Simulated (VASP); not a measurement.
# Ta (Im-3m) in VASP: further runs

Runs on Ta. Level: r2SCAN. Tasks: single point.

Program: VASP 6.6.1. These are calculated values, not measurements. Logs are shortened: lines on timing, memory, paths and dates and some standing lists are left out, and cuts for length are marked.

### Step 1. The cell of the first run

The structure is cubic, space group Im-3m (No. 229). Conventional cell: a = 3.303 Å, b = 3.303 Å, c = 3.303 Å, α = 90.00°, β = 90.00°, γ = 90.00°. Within 3.8 Å of Ta (site symmetry m-3m) lie 14 Ta at 2.86 to 3.30 Å.

### Step 2. Single point, r2SCAN

The input, POSCAR:

```
Ta
1.0
   -1.6512800000      1.6512800000      1.6512800000
    1.6512800000     -1.6512800000      1.6512800000
    1.6512800000      1.6512800000     -1.6512800000
Ta
1
Direct
    0.0000000000      0.0000000000      0.0000000000
```

The input, INCAR.step1:

```
PREC = Accurate
ENCUT = 520
ISMEAR = 0
SIGMA = 0.15
LREAL = False
LASPH = True
NELM = 80
NBANDS = 12
GGA = PE
ALGO = Normal
EDIFF = 1E-4
LWAVE = True
LCHARG = False
```

The input, INCAR.step2:

```
PREC = Accurate
ENCUT = 520
EDIFF = 1E-6
ISMEAR = 0
SIGMA = 0.15
LREAL = False
LASPH = True
NELM = 80
ALGO = Normal
ISIF = 2
LWAVE = False
LCHARG = False
METAGGA = R2SCAN
LMIXTAU = True
NBANDS = 12
ISTART = 1
```

The input, KPOINTS:

```
Automatic mesh
0
Gamma
  8 8 8
```

Potentials or basis: VASP PAW PBE potentials, release 64 (Ta_pv).

Launch:

```sh
> cat potpaw_PBE.64/Ta_pv/POTCAR > POTCAR
> cp INCAR.step1 INCAR
> mpirun -np 1 vasp_std > vasp.out
> cp INCAR.step2 INCAR
> mpirun -np 1 vasp_std > vasp.out
```

OUTCAR:

```text
PREC = Accurate
   ENCUT = 520
   EDIFF = 1E-6
   ISMEAR = 0
   LREAL = False
   LASPH = True
   NELM = 80
   ISIF = 2
   METAGGA = R2SCAN
   ISTART = 1

 ion  position               nearest neighbor table
   1  0.000  0.000  0.000-

  LATTYP: Found a body centered cubic cell.
 ALAT       =     3.3025600000

  Lattice vectors:

 A1 = (  -1.6512800000,   1.6512800000,   1.6512800000)
 A2 = (   1.6512800000,  -1.6512800000,   1.6512800000)
 A3 = (   1.6512800000,   1.6512800000,  -1.6512800000)

Analysis of symmetry for initial positions (statically):
=====================================================================
 Subroutine PRICEL returns:
 Original cell was already a primitive cell.

 Routine SETGRP: Setting up the symmetry group for a
 body centered cubic supercell.

 Subroutine GETGRP returns: Found 48 space group operations
 (whereof 48 operations were pure point group operations)
 out of a pool of 48 trial point group operations.

The static configuration has the point symmetry O_h .

Analysis of symmetry for dynamics (positions and initial velocities):
=====================================================================
 Subroutine PRICEL returns:
 Original cell was already a primitive cell.

 Routine SETGRP: Setting up the symmetry group for a
 body centered cubic supercell.

 Subroutine GETGRP returns: Found 48 space group operations
 (whereof 48 operations were pure point group operations)
 out of a pool of 48 trial point group operations.

The dynamic configuration has the point symmetry O_h .

 Subroutine INISYM returns: Found 48 space group operations
 (whereof 48 operations are pure point group operations),
 and found     1 'primitive' translations

----------------------------------------------------------------------------------------

                                     Primitive cell

  volume of cell :      18.0104

  direct lattice vectors                    reciprocal lattice vectors
    -1.651280000  1.651280000  1.651280000     0.000000000  0.302795407  0.302795407
     1.651280000 -1.651280000  1.651280000     0.302795407  0.000000000  0.302795407
     1.651280000  1.651280000 -1.651280000     0.302795407  0.302795407  0.000000000

  length of vectors
     2.860100858  2.860100858  2.860100858     0.428217371  0.428217371  0.428217371

  position of ions in fractional coordinates (direct lattice)
     0.000000000  0.000000000  0.000000000

  ion indices of the primitive-cell ions
   primitive index   ion index
                 1           1

----------------------------------------------------------------------------------------

 KPOINTS: Automatic mesh

Automatic generation of k-mesh.
 Grid dimensions read from file:
 generate k-points for:    8    8    8

 Generating k-lattice:

  Cartesian coordinates                     Fractional coordinates (reciprocal lattice)
     0.000000000  0.037849426  0.037849426     0.125000000  0.000000000  0.000000000
     0.037849426  0.000000000  0.037849426     0.000000000  0.125000000  0.000000000
     0.037849426  0.037849426  0.000000000     0.000000000  0.000000000  0.125000000

  Length of vectors
     0.053527171  0.053527171  0.053527171

  Shift w.r.t. Gamma in fractional coordinates (k-lattice)
     0.000000000  0.000000000  0.000000000

 Subroutine IBZKPT returns following result:
 ===========================================

 Found     29 irreducible k-points:

 Following reciprocal coordinates:
            Coordinates               Weight
  0.000000  0.000000  0.000000      1.000000
  0.125000  0.000000  0.000000     12.000000
  0.250000  0.000000  0.000000     12.000000
  0.375000  0.000000  0.000000     12.000000
  0.500000  0.000000  0.000000      6.000000
  0.125000  0.125000  0.000000     24.000000
[... 16 lines left out ...]
 -0.250000  0.250000  0.250000      6.000000
 -0.375000  0.375000  0.250000     24.000000
 [... further k-points ...]
   k-points           NKPTS =     29   k-points in BZ     NKDIM =     29   number of bands    NBANDS=     12
   number of dos      NEDOS =    301   number of ions     NIONS =      1
   total plane-waves  NPLWV =  13824
   dimension x,y,z NGX =    24 NGY =   24 NGZ =   24
   dimension x,y,z NGXF=    48 NGYF=   48 NGZF=   48
   ions per type =               1
   NGX,Y,Z   is equivalent  to a cutoff of  13.95, 13.95, 13.95 a.u.
   NGXF,Y,Z  is equivalent  to a cutoff of  27.90, 27.90, 27.90 a.u.
 SYSTEM =  unknown system
   PREC   = accura    normal or accurate (medium, high low for compatibility)
   ISTART =      1    job   : 0-new  1-cont  2-samecut
   ICHARG =      0    charge: 1-file 2-atom 10-const
   ISPIN  =      1    spin polarized calculation?
   LNONCOLLINEAR =      F non collinear calculations
   LSORBIT =      F    spin-orbit coupling
   LASPH  =      T    aspherical Exc in radial PAW
   ENCUT  =  520.0 eV  38.22 Ry    6.18 a.u.   5.32  5.32  5.32*2*pi/ulx,y,z
   NELM   =     80;   NELMIN=  2; NELMDL=  0     # of ELM steps
   EDIFF  = 0.1E-05   stopping-criterion for ELM
   LREAL  =      F    real-space projection
   EDIFFG = 0.1E-04   stopping-criterion for IOM
   NSW    =      0    number of steps for IOM
   IBRION =     -1    ionic relax: 0-MD 1-quasi-New 2-CG
   NFREE  =      0    steps in history (QN), initial steepest desc. (CG)
   ISIF   =      2    stress and relaxation
   ISYM   =      2    0-nonsym 1-usesym 2-fastsym
   POTIM  = 0.5000    time-step for ionic-motion
   TEBEG  =    0.0;   TEEND  =   0.0 temperature during run
   PSTRESS=    0.0 pullay stress
   NELECT =      11.0000    total number of electrons
   NUPDOWN=      -1.0000    fix difference up-down
   EMIN   =  10.00;   EMAX   =-10.00  energy-range for DOS
   EFERMI =   0.00;   METHOD = LEGACY
   ISMEAR =     0;   SIGMA  =   0.15  broadening in eV -4-tet -1-fermi 0-gaus
   EFERMI_NEDOS =   21; number of points for ismear=-14 and -15
   IALGO  =     38    algorithm
   IMIX   =      4    mixing-type and parameters
     AMIX     =   0.40;   BMIX     =  1.00
     AMIX_MAG =   1.60;   BMIX_MAG =  1.00
  volume/ion in A,a.u.               =      18.01       121.54
  Fermi-wavevector in a.u.,A,eV,Ry     =   1.388988  2.624806 26.249534  1.929286
  Thomas-Fermi vector in A             =   2.513061
   LORBIT       =      0    0 simple, 1 ext, 2 COOP (PROOUT), +10 PAW based schemes
   METAGGA = R2SCAN    functional components
   LHFCALC =     F    Hartree Fock is set to
   AEXX    =    0.0000 exact exchange contribution
   IVDW    =     0    specifies the selected vdW correction
   LEPSILON=     F    determine dielectric tensor
   LRPA    =     F    only Hartree local field effects (RPA)
 non-spin polarized calculation
 Gauss-broadening in eV      SIGMA  =   0.15
  energy-cutoff  :      520.00
  volume of cell :       18.01
 maximum number of plane-waves:       496
 NGX is ok and might be reduce to    24
   NGX = 11   NGY = 11   NGZ = 11

 number of electron      11.0000002 magnetization

 Free energy of the ion-electron system (eV)
  ---------------------------------------------------
  ext. energy  EPLUGINS =         0.00000000
  ---------------------------------------------------
  free energy    TOTEN  =       -48.59852681 eV

  energy without entropy =      -48.58572122  energy(sigma->0) =      -48.59212401

 E-fermi :   5.3655     XC(G=0): -13.7664

 val. band max:        5.2622277157   @ k =   0.2500   0.0000   0.0000
 cond. band min:       5.3757746381   @ k =   0.5000   0.5000   0.1250
 fundamental gap:      0.1135469224
 Fermi energy:         5.3654632500

 k-point     1 :       0.0000    0.0000    0.0000
  band No.  band energies     occupation
      1     -28.8599      2.00000
      2     -28.8599      2.00000
      3     -28.8599      2.00000
      4      -3.0046      2.00000
      5       6.1797      0.00000
      6       6.1797      0.00000
      7       6.1797      0.00000
      8       9.6731      0.00000
      9       9.6731      0.00000
     10      17.5243      0.00000
     11      21.1029      0.00000
     12      21.1029      0.00000

 k-point     2 :       0.1250    0.0000    0.0000
  band No.  band energies     occupation
      1     -29.0559      2.00000
      2     -28.9198      2.00000
      3     -28.8611      2.00000
      4      -2.2974      2.00000
      5       5.7325      0.00054
      6       5.9789      0.00000
      7       6.8822      0.00000
      8       9.1034      0.00000
      9       9.6816      0.00000
     10      17.5241      0.00000
     11      21.6479      0.00000
     12      22.3480      0.00000

 k-point     3 :       0.2500    0.0000    0.0000
  band No.  band energies     occupation
      1     -29.5070      2.00000
      2     -29.0617      2.00000
      3     -28.8639      2.00000
      4      -0.5979      2.00000
      5       4.8147      2.00000
      6       5.2622      1.66960
      7       8.8699      0.00000
      8       9.0337      0.00000
      9       9.8547      0.00000
     10      17.5238      0.00000
     11      21.2473      0.00000
     12      22.8604      0.00000
[... 286 lines left out ...]
 k-point    23 :      -0.2500    0.2500    0.2500
  band No.  band energies     occupation
      1     -29.5322      2.00000
      2     -29.2809      2.00000
      3     -29.2809      2.00000
      4       1.3852      2.00000
      5       4.4268      2.00000
      6       6.6758      0.00000
      7       6.6758      0.00000
      8       8.7369      0.00000
      9      10.7543      0.00000
     10      17.5236      0.00000
     11      20.7982      0.00000
     12      25.5230      0.00000

 k-point    24 :      -0.3750    0.3750    0.2500
  band No.  band energies     occupation
      1     -29.7841      2.00000
      2     -29.4309      2.00000
      3     -29.3194      2.00000
      4       2.3502      2.00000
      5       3.2952      2.00000
      6       6.6873      0.00000
      7       7.4236      0.00000
      8      11.0244      0.00000
      9      11.2215      0.00000
     10      17.5232      0.00000
     11      20.0139      0.00000
     12      22.3361      0.00000

 [... further k-points ...]
[... 5 lines left out ...]
  --------------------------------------------------------------------------------------
  -------------------------------------------------------------------------------------
  Total       -0.1347869     -0.1347869     -0.1347869      0.0000000     -0.0000000      0.0000000
  in kB      -11.9904687    -11.9904687    -11.9904687      0.0000000     -0.0000000      0.0000000
  external PRESSURE =     -11.9904687 kB  Pullay stress =       0.0000000 kB

 VOLUME and BASIS-vectors are now :
 -----------------------------------------------------------------------------
  energy-cutoff  :      520.00
  volume of cell :       18.01
      direct lattice vectors                 reciprocal lattice vectors
    -1.651280000  1.651280000  1.651280000     0.000000000  0.302795407  0.302795407
     1.651280000 -1.651280000  1.651280000     0.302795407  0.000000000  0.302795407
     1.651280000  1.651280000 -1.651280000     0.302795407  0.302795407  0.000000000

 POSITION                                       TOTAL-FORCE (eV/Angst)
 -----------------------------------------------------------------------------------
      0.00000      0.00000      0.00000        -0.000000      0.000000     -0.000000
 -----------------------------------------------------------------------------------
    total drift:                                0.000000      0.000000      0.000000

  FREE ENERGIE OF THE ION-ELECTRON SYSTEM (eV)
  ---------------------------------------------------
  free  energy   TOTEN  =       -48.5985268070 eV

  energy  without entropy=      -48.5857212168  energy(sigma->0) =      -48.59212401
```

Run time: 20 s. Hardware: 1 thread of Intel Xeon Platinum 8259CL at 2.50GHz (Skylake/Cascade Lake), shared host; peak memory 0.15 GiB.

Results:

| Quantity | Value |
| --- | --- |
| Free energy | -48.5985 eV |
| Pressure | -1.2 GPa |

Levels at points of the mesh, in eV from the Fermi level:
| k point | band 1 | band 2 | band 3 | band 4 | band 5 | band 6 | band 7 | band 8 | band 9 | band 10 |
| --- | --- | --- | --- | --- | --- | --- | --- | --- | --- | --- |
| (0.00, 0.00, 0.00) | -34.23 | -34.23 | -34.23 | -8.37 | 0.81 | 0.81 | 0.81 | 4.31 | 4.31 | 12.16 |
| (0.50, 0.00, 0.00) | -35.46 | -34.62 | -34.23 | -4.60 | -1.60 | 1.43 | 4.18 | 5.25 | 8.07 | 12.13 |
| (0.50, 0.50, 0.50) | -35.08 | -35.08 | -35.08 | -3.98 | -3.98 | 7.10 | 7.10 | 7.10 | 8.99 | 8.99 |

Caveat: the PAW data sets were made with another functional, which shifts forces and pressure a little; spin-orbit coupling is left out, which moves the levels of the heavy elements.

### Step 3. Single point, r2SCAN

This run uses another cell than the first one, of 17.92 Å³/atom, 0.995 times its volume.

The input, POSCAR:

```
Ta
1.0
   -1.6485232670      1.6485232670      1.6485232670
    1.6485232670     -1.6485232670      1.6485232670
    1.6485232670      1.6485232670     -1.6485232670
Ta
1
Direct
    0.0000000000      0.0000000000      0.0000000000
```

The input, INCAR.step1:

```
SYSTEM = Ta
  PREC = Accurate
  ENCUT = 520
  ISMEAR = 0
  SIGMA = 0.15
  LREAL = .False.
  LASPH = .True.
  NELM = 100
  NBANDS = 12
  GGA = PE
  ALGO = Normal
  EDIFF = 1E-4
  LWAVE = .True.
  LCHARG = .False.
```

The input, INCAR.step2:

```
SYSTEM = Ta
  PREC = Accurate
  ENCUT = 520
  EDIFF = 1E-7
  ISMEAR = 0
  SIGMA = 0.15
  LREAL = .False.
  LASPH = .True.
  NELM = 100
  ALGO = Normal
  ISIF = 2
  LWAVE = .False.
  LCHARG = .True.
  METAGGA = R2SCAN
  LMIXTAU = .True.
  LELF = .True.
  LVHAR = .True.
  NBANDS = 12
  ISTART = 1
```

The input, KPOINTS:

```
regular mesh
0
Gamma
  8 8 8
  0 0 0
```

Potentials or basis: VASP PAW PBE potentials, release 64 (Ta_pv).

Launch:

```sh
> cat potpaw_PBE.64/Ta_pv/POTCAR > POTCAR
> cp INCAR.step1 INCAR
> mpirun -np 1 vasp_std > vasp.out
> cp INCAR.step2 INCAR
> mpirun -np 1 vasp_std > vasp.out
```

Run time: 23 s. Hardware: 1 thread of Intel Xeon Platinum 8259CL at 2.50GHz (Skylake/Cascade Lake), shared host; peak memory 0.15 GiB.

The run converged. Its results:

```yaml
Free_energy: -48.5989 eV
Pressure: -0.2 GPa
```

Levels at points of the mesh, in eV from the Fermi level:
```
           k point  band 3  band 4  band 5  band 6  band 7  band 8
(0.00, 0.00, 0.00)  -34.20   -8.39    0.82    0.82    0.82    4.33
(0.50, 0.00, 0.00)  -34.21   -4.62   -1.61    1.46    4.20    5.28
(0.50, 0.50, 0.50)  -35.07   -4.01   -4.01    7.14    7.14    7.14
```

Caveat: the PAW data sets were made with another functional, which shifts forces and pressure a little; spin-orbit coupling is left out, which moves the levels of the heavy elements.

### Step 4. Single point, r2SCAN

This run uses another cell than the first one, of 18.10 Å³/atom, 1.005 times its volume.

The input, POSCAR:

```
Ta
1.0
   -1.6540275591      1.6540275591      1.6540275591
    1.6540275591     -1.6540275591      1.6540275591
    1.6540275591      1.6540275591     -1.6540275591
Ta
1
Direct
    0.0000000000      0.0000000000      0.0000000000
```

The input, INCAR.step1:

```
PREC = Accurate
ENCUT = 520
ISMEAR = 0
SIGMA = 0.15
LREAL = False
LASPH = True
NELM = 60
NBANDS = 12
GGA = PE
ALGO = Normal
EDIFF = 1E-4
LWAVE = True
LCHARG = False
```

The input, INCAR.step2:

```
PREC = Accurate
ENCUT = 520
EDIFF = 1E-6
ISMEAR = 0
SIGMA = 0.15
LREAL = False
LASPH = True
NELM = 60
ALGO = Normal
ISIF = 2
LWAVE = False
LCHARG = False
METAGGA = R2SCAN
LMIXTAU = True
NBANDS = 12
ISTART = 1
```

The input, KPOINTS:

```
Automatic mesh
0
Gamma
  8 8 8
```

Launch:

```sh
> cat potpaw_PBE.64/Ta_pv/POTCAR > POTCAR
> cp INCAR.step1 INCAR
> mpirun -np 1 vasp_std > vasp.out
> cp INCAR.step2 INCAR
> mpirun -np 1 vasp_std > vasp.out
```

Run time: 20 s. Hardware: 1 thread of Intel Xeon Platinum 8259CL at 2.50GHz (Skylake/Cascade Lake), shared host; peak memory 0.14 GiB.

It converged, with:

| Quantity | Value |
| --- | --- |
| Free energy | -48.5976 eV |
| Pressure | -2.2 GPa |

Levels at points of the mesh, in eV from the Fermi level:
```csv
k point,band 3,band 4,band 5,band 6,band 7,band 8
"(0.00, 0.00, 0.00)",-34.25,-8.35,0.81,0.81,0.81,4.29
"(0.50, 0.00, 0.00)",-34.26,-4.57,-1.59,1.41,4.16,5.22
"(0.50, 0.50, 0.50)",-35.09,-3.95,-3.95,7.05,7.05,7.05
```

Caveat: the PAW data sets were made with another functional, which shifts forces and pressure a little; spin-orbit coupling is left out, which moves the levels of the heavy elements.

### Step 5. The runs side by side

| cell | gap on the mesh (eV) | pressure (GPa) |
| --- | --- | --- |
| a = 2.860 Å, angles 109.5°, 1 atom | none | -1.2 |
| a = 2.855 Å, angles 109.5°, 1 atom | none | -0.2 |
| a = 2.865 Å, angles 109.5°, 1 atom | none | -2.2 |

Alike in all rows: task single point; level r2SCAN; potentials or basis VASP PAW PBE potentials, release 64 (Ta_pv); no spin polarisation; k mesh 8 × 8 × 8; cutoff (eV) 520; smearing gaussian 0.15 eV.

Caveats: the PAW data sets were made with another functional, which shifts forces and pressure a little; spin-orbit coupling is left out, which moves the levels of the heavy elements.

Absolute energies hang on the potentials; compare differences alone.
